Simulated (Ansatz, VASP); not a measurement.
This is a calculation of Al3Au for VASP 6.6.1.

INCAR

```
SYSTEM = Al3Au
ALGO     = Normal         ! electronic algorithm
EDIFF    = 1E-6           ! SCF threshold, eV
ENCUT    = 520            ! plane-wave cutoff, eV
GGA      = PE             ! functional
ISIF     = 2              ! what is computed and relaxed
ISMEAR   = -1             ! smearing method
LASPH    = .True.         ! aspherical terms in the spheres
LCHARG   = .False.        ! write CHGCAR
LREAL    = .False.        ! projectors in reciprocal space
LWAVE    = .False.        ! write WAVECAR
NBANDS   = 18             ! bands
NELM     = 60             ! most SCF steps
PREC     = Accurate       ! precision mode
SIGMA    = 0.05           ! smearing width, eV
```

File KPOINTS:

```
k-points
0
Gamma
  8 8 8
  0 0 0
```

The input POSCAR:

```
Al3Au
1.0
   -2.0455863300      2.0455863300      4.0566000000
    2.0455863300     -2.0455863300      4.0566000000
    2.0455863300      2.0455863300     -4.0566000000
Au Al
1 3
Direct
    0.0000000000      0.0000000000      0.0000000000
    0.5000000000      0.5000000000      0.0000000000
    0.2500000000      0.7500000000      0.5000000000
    0.7500000000      0.2500000000      0.5000000000
```

Potentials or basis: VASP PAW PBE potentials, release 64 (Au, Al).

Run with:

```sh
$ cat potpaw_PBE.64/Au/POTCAR potpaw_PBE.64/Al/POTCAR > POTCAR
$ mpirun -np 1 vasp_std > vasp.out
```

Translate it to Ansatz 0.2.0. Potentials there: Ansatz PAW.

As run (the cutoff follows the program's own potentials):

Contents of input.yaml:

```yaml
crystal:
  lattice:
    - [-2.04558633, 2.04558633, 4.0566]
    - [2.04558633, -2.04558633, 4.0566]
    - [2.04558633, 2.04558633, -4.0566]
  atoms:
    - { symbol: Au, position: [0.0, 0.0, 0.0] }
    - { symbol: Al, position: [0.5, 0.5, 0.0] }
    - { symbol: Al, position: [0.25, 0.75, 0.5] }
    - { symbol: Al, position: [0.75, 0.25, 0.5] }
hamiltonian:
  xc: pbe
  pseudopotentials: { kind: paw }
kpoints:
  mp_grid: { grid: [8, 8, 8] }
scf:
  occupations: { method: fermi_dirac, width: 0.05 }
output:
  forces: true
  stress: true
  eigenvalues: true
```

Potentials or basis: Ansatz PAW.

Launch:

```bash
$ ansatz run input.yaml --threads 2 --pin off --max-ram 5632MiB --backend cpu --events-out ev --progress --plain --runs-dir out
```

Both were run:

|  | VASP | Ansatz | Ansatz less VASP |
| --- | --- | --- | --- |
| gap on the k mesh at the Fermi level (eV) | none | none | - |
| pressure (GPa) | -1.6 | -1.5 | +0.08 |
| traceless stress, the component that is largest in VASP (GPa) | 1.48 | 1.47 | -0.014 |

A gap of «none» marks a metal or a gap that the smearing closes. VASP's potentials hold 20 valence electrons a cell and Ansatz's 28, so a difference there can come from the potentials and not from the codes.

Spin-orbit coupling is off throughout.
